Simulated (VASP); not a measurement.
# SnSe (Pnma) in VASP: single point with PBE+D3(BJ)

Aim: the single point of SnSe with PBE+D3(BJ).

Program: VASP 6.6.1. These are calculated values, not measurements. Logs are shortened: lines on timing, memory, paths and dates and some standing lists are left out, and cuts for length are marked.

## 1. The cell of the first run

Symmetry: Pnma, No. 62, orthorhombic system. The conventional cell has a = 11.491 Å, b = 4.169 Å, c = 4.381 Å, α = 90.00°, β = 90.00°, γ = 90.00°. Within 3.6 Å of Sn (site symmetry m) lie 6 Se at 2.77 to 3.43 Å and 2 Sn at 3.52 Å. Within 3.6 Å of Se (site symmetry m) lie 6 Sn at 2.77 to 3.43 Å.

## 2. Single point, PBE+D3(BJ)

INCAR

```
PREC = Accurate
ENCUT = 520
EDIFF = 1E-7
ISMEAR = 0
SIGMA = 0.02
LREAL = False
LASPH = True
NELM = 60
ALGO = Normal
ISIF = 2
LWAVE = False
LCHARG = False
GGA = PE
IVDW = 12
NBANDS = 50
```

KPOINTS

```
regular mesh
0
Gamma
  4 8 6
```

POSCAR

```
SnSe
1.0
   11.4914069707      0.0000000000      0.0000000000
    0.0000000000      4.1693676587      0.0000000000
    0.0000000000      0.0000000000      4.3812960341
Sn Se
4 4
Direct
    0.6180025428      0.7500000000      0.4053367612
    0.8819974572      0.2500000000      0.9053367612
    0.3819974572      0.2500000000      0.5946632388
    0.1180025428      0.7500000000      0.0946632388
    0.1428512335      0.2500000000      0.5233043067
    0.6428512335      0.2500000000      0.9766956933
    0.3571487665      0.7500000000      0.0233043067
    0.8571487665      0.7500000000      0.4766956933
```

Potentials or basis: VASP PAW PBE potentials, release 64 (Sn_d, Se).

The run is started by

```bash
> cat potpaw_PBE.64/Sn_d/POTCAR potpaw_PBE.64/Se/POTCAR > POTCAR
> mpirun -np 1 vasp_std > vasp.out
```

OUTCAR:

```text
PREC = Accurate
   ENCUT = 520
   EDIFF = 1E-7
   ISMEAR = 0
   LREAL = False
   LASPH = True
   NELM = 60
   ISIF = 2
   GGA = PE
   IVDW = 12
 IVDW          = 12

 ion  position               nearest neighbor table
   1  0.618  0.750  0.405-   8 2.77   6 2.82   6 2.82   6 3.27   6 3.27   3 3.52   3 3.52
   2  0.882  0.250  0.905-   6 2.77   8 2.82   8 2.82   8 3.27   8 3.27   4 3.52   4 3.52
   3  0.382  0.250  0.595-   5 2.77   7 2.82   7 2.82   7 3.27   7 3.27   1 3.52   1 3.52
   4  0.118  0.750  0.095-   7 2.77   5 2.82   5 2.82   5 3.27   5 3.27   2 3.52   2 3.52
   5  0.143  0.250  0.523-   3 2.77   4 2.82   4 2.82   4 3.27   4 3.27
   6  0.643  0.250  0.977-   2 2.77   1 2.82   1 2.82   1 3.27   1 3.27
   7  0.357  0.750  0.023-   4 2.77   3 2.82   3 2.82   3 3.27   3 3.27
   8  0.857  0.750  0.477-   1 2.77   2 2.82   2 2.82   2 3.27   2 3.27

  LATTYP: Found a simple orthorhombic cell.
 ALAT       =     4.1693676587
 B/A-ratio  =     1.0508298602
 C/A-ratio  =     2.7561510309

  Lattice vectors:

 A1 = (   0.0000000000,   4.1693676587,   0.0000000000)
 A2 = (   0.0000000000,   0.0000000000,   4.3812960341)
 A3 = (  11.4914069707,   0.0000000000,   0.0000000000)

Analysis of symmetry for initial positions (statically):
=====================================================================
 Subroutine PRICEL returns:
 Original cell was already a primitive cell.

 Routine SETGRP: Setting up the symmetry group for a
 simple orthorhombic supercell.

 Subroutine GETGRP returns: Found  8 space group operations
 (whereof  2 operations were pure point group operations)
 out of a pool of  8 trial point group operations.

The static configuration has the point symmetry S_2 .
 The point group associated with its full space group is D_2h.

Analysis of symmetry for dynamics (positions and initial velocities):
=====================================================================
 Subroutine PRICEL returns:
 Original cell was already a primitive cell.

 Routine SETGRP: Setting up the symmetry group for a
 simple orthorhombic supercell.

 Subroutine GETGRP returns: Found  8 space group operations
 (whereof  2 operations were pure point group operations)
 out of a pool of  8 trial point group operations.

The dynamic configuration has the point symmetry S_2 .
 The point group associated with its full space group is D_2h.

 Subroutine INISYM returns: Found  8 space group operations
 (whereof  2 operations are pure point group operations),
[... 114 lines left out ...]
   ISIF   =      2    stress and relaxation
   ISYM   =      2    0-nonsym 1-usesym 2-fastsym
   POTIM  = 0.5000    time-step for ionic-motion
   TEBEG  =    0.0;   TEEND  =   0.0 temperature during run
   PSTRESS=    0.0 pullay stress
   NELECT =      80.0000    total number of electrons
   NUPDOWN=      -1.0000    fix difference up-down
   EMIN   =  10.00;   EMAX   =-10.00  energy-range for DOS
   EFERMI =   0.00;   METHOD = LEGACY
   ISMEAR =     0;   SIGMA  =   0.02  broadening in eV -4-tet -1-fermi 0-gaus
   EFERMI_NEDOS =   21; number of points for ismear=-14 and -15
   IALGO  =     38    algorithm
   IMIX   =      4    mixing-type and parameters
     AMIX     =   0.40;   BMIX     =  1.00
     AMIX_MAG =   1.60;   BMIX_MAG =  1.00
  volume/ion in A,a.u.               =      26.24       177.07
  Fermi-wavevector in a.u.,A,eV,Ry     =   1.186924  2.242961 19.167725  1.408788
  Thomas-Fermi vector in A             =   2.323086
   LORBIT       =      0    0 simple, 1 ext, 2 COOP (PROOUT), +10 PAW based schemes
   GGA     = PE    functional components
   LHFCALC =     F    Hartree Fock is set to
   AEXX    =    0.0000 exact exchange contribution
   IVDW    =    12    specifies the selected vdW correction
   LEPSILON=     F    determine dielectric tensor
   LRPA    =     F    only Hartree local field effects (RPA)
 non-spin polarized calculation
 Gauss-broadening in eV      SIGMA  =   0.02
  energy-cutoff  :      520.00
  volume of cell :      209.92
 maximum number of plane-waves:      5675
 NGX is ok and might be reduce to    90
   NGX = 43   NGY = 15   NGZ = 17

 number of electron      79.9999982 magnetization

 Free energy of the ion-electron system (eV)
  ---------------------------------------------------
  ext. energy  EPLUGINS =         0.00000000
  ---------------------------------------------------
  free energy    TOTEN  =       -32.78605674 eV

  energy without entropy =      -32.78605674  energy(sigma->0) =      -32.78605674

 E-fermi :   5.8137     XC(G=0):  -9.7947

 val. band max:        5.6772841808   @ k =   0.0000   0.0000   0.3333
 cond. band min:       6.2053702836   @ k =   0.0000   0.0000   0.0000
 fundamental gap:      0.5280861028
 Fermi energy:         5.8137438320

 k-point     1 :       0.0000    0.0000    0.0000
  band No.  band energies     occupation
      1     -15.7335      2.00000
      2     -15.7219      2.00000
      3     -15.7192      2.00000
      4     -15.7168      2.00000
      5     -15.7150      2.00000
      6     -15.7115      2.00000
[... 1261 lines left out ...]
     49       9.9428      0.00000
     50       9.9428      0.00000

 [... further k-points ...]

------------------------ aborting loop because EDIFF is reached ----------------------------------------

 Edisp (eV)   -2.94856

 E8    (eV) :    -1.3301

  FORCE on cell =-STRESS in cart. coord.  units (eV):
  Direction    XX          YY          ZZ          XY          YZ          ZX
  --------------------------------------------------------------------------------------
  -------------------------------------------------------------------------------------
  Total       0.03466     0.03584     0.00051     0.00000     0.00000     0.00000
  in kB       0.26454     0.27358     0.00390     0.00000     0.00000     0.00000
  external pressure =        0.18 kB  Pullay stress =        0.00 kB

 VOLUME and BASIS-vectors are now :
 -----------------------------------------------------------------------------
  energy-cutoff  :      520.00
  volume of cell :      209.92
      direct lattice vectors                 reciprocal lattice vectors
    11.491406971  0.000000000  0.000000000     0.087021546  0.000000000  0.000000000
     0.000000000  4.169367659  0.000000000     0.000000000  0.239844524  0.000000000
     0.000000000  0.000000000  4.381296034     0.000000000  0.000000000  0.228242966

 POSITION                                       TOTAL-FORCE (eV/Angst)
 -----------------------------------------------------------------------------------
      7.10172      3.12703      1.77590        -0.011665     -0.000000      0.010374
     10.13539      1.04234      3.96655         0.011665      0.000000      0.010374
      4.38969      1.04234      2.60540         0.011665      0.000000     -0.010374
      1.35602      3.12703      0.41475        -0.011665      0.000000     -0.010374
      1.64156      1.04234      2.29275        -0.007093     -0.000000      0.008114
      7.38727      1.04234      4.27919        -0.007093     -0.000000     -0.008114
      4.10414      3.12703      0.10210         0.007093     -0.000000      0.008114
      9.84985      3.12703      2.08854         0.007093     -0.000000     -0.008114
 -----------------------------------------------------------------------------------
    total drift:                               -0.000000      0.000000      0.000000

  FREE ENERGIE OF THE ION-ELECTRON SYSTEM (eV)
  ---------------------------------------------------
  free  energy   TOTEN  =       -35.7346124572 eV

  energy  without entropy=      -35.7346124572  energy(sigma->0) =      -35.73461246
```

OSZICAR:

```text
N       E                     dE             d eps       ncg     rms          rms(c)
DAV:   1     0.873437882221E+03    0.87344E+03   -0.36837E+04  6416   0.207E+03
DAV:   2     0.119220489159E+03   -0.75422E+03   -0.72993E+03  6000   0.595E+02
DAV:   3    -0.230032487016E+02   -0.14222E+03   -0.13498E+03  7088   0.203E+02
DAV:   4    -0.331609518352E+02   -0.10158E+02   -0.99574E+01  7070   0.542E+01
DAV:   5    -0.335061007136E+02   -0.34515E+00   -0.34337E+00  7150   0.105E+01    0.646E+00
DAV:   6    -0.327933947184E+02    0.71271E+00   -0.12286E+00  8240   0.566E+00    0.401E+00
DAV:   7    -0.327889950447E+02    0.43997E-02   -0.57004E-01  7886   0.265E+00    0.151E+00
DAV:   8    -0.327857611536E+02    0.32339E-02   -0.59704E-02  7762   0.156E+00    0.339E-01
DAV:   9    -0.327859179313E+02   -0.15678E-03   -0.76659E-03  7500   0.582E-01    0.107E-01
DAV:  10    -0.327860095555E+02   -0.91624E-04   -0.85923E-04  7506   0.146E-01    0.577E-02
DAV:  11    -0.327860705634E+02   -0.61008E-04   -0.25865E-04  7804   0.930E-02    0.213E-02
DAV:  12    -0.327860566848E+02    0.13879E-04   -0.34146E-05  7412   0.323E-02    0.860E-03
DAV:  13    -0.327860567286E+02   -0.43736E-07   -0.66065E-06  7138   0.888E-03    0.231E-03
DAV:  14    -0.327860567399E+02   -0.11365E-07   -0.32429E-07  5598   0.376E-03
   1 F= -.35734612E+02 E0= -.35734612E+02  d E =-.711923E-24
```

stdout:

```text
POSCAR found type information on POSCAR SnSe
 POSCAR found :  2 types and       8 ions
 scaLAPACK will be used
 LDA part: xc-table for (Slater+PW92), standard interpolation
 POSCAR, INCAR and KPOINTS ok, starting setup
 FFT: planning ... GRIDC
 FFT: planning ... GRID_SOFT
 FFT: planning ... GRID
 WAVECAR not read
 entering main loop
```

Run time: 13 min. Hardware: 1 thread of Intel Xeon Platinum 8259CL at 2.50GHz (Skylake/Cascade Lake), shared host; peak memory 0.64 GiB.

Results:

| Property | Result |
| --- | --- |
| Free energy | -35.7346 eV |
| Pressure | 0.0 GPa |
| Largest force | 0.016 eV/Å |
| Band gap on the k mesh | 0.53 eV (least direct gap 0.82 eV) |
| Dispersion energy per atom | -0.369 eV |

Forces in eV/Å, atoms in the order of the input:
```
Sn  -0.012  0.000  0.010
Sn   0.012  0.000  0.010
Sn   0.012  0.000 -0.010
Sn  -0.012  0.000 -0.010
Se  -0.007  0.000  0.008
Se  -0.007  0.000 -0.008
Se   0.007  0.000  0.008
Se   0.007  0.000 -0.008
```

Levels at points of the mesh, in eV from the valence-band top:
```csv
k point,band 38,band 39,band 40,band 41,band 42,band 43
"(0.00, 0.00, 0.00)",-1.34,-0.75,-0.61,0.53,2.94,3.12
"(0.50, 0.00, 0.00)",-1.95,-0.62,-0.62,2.54,2.54,2.75
"(0.00, 0.50, 0.00)",-1.02,-0.68,-0.68,0.91,0.91,1.36
"(0.50, 0.50, 0.00)",-0.95,-0.95,-0.95,1.38,1.38,1.38
"(0.00, 0.00, 0.50)",-0.80,-0.28,-0.28,1.20,1.20,1.43
"(0.50, 0.00, 0.50)",-0.48,-0.25,-0.25,1.13,1.13,1.48
"(0.00, 0.50, 0.50)",-2.39,-1.55,-1.55,2.58,2.58,3.00
"(0.50, 0.50, 0.50)",-1.63,-1.63,-1.63,2.38,2.38,2.38
```

Caveat: semilocal functionals underestimate gaps, and a narrow one can read as zero; spin-orbit coupling is left out, which moves the levels of the heavy elements. A k mesh can miss the band edges.
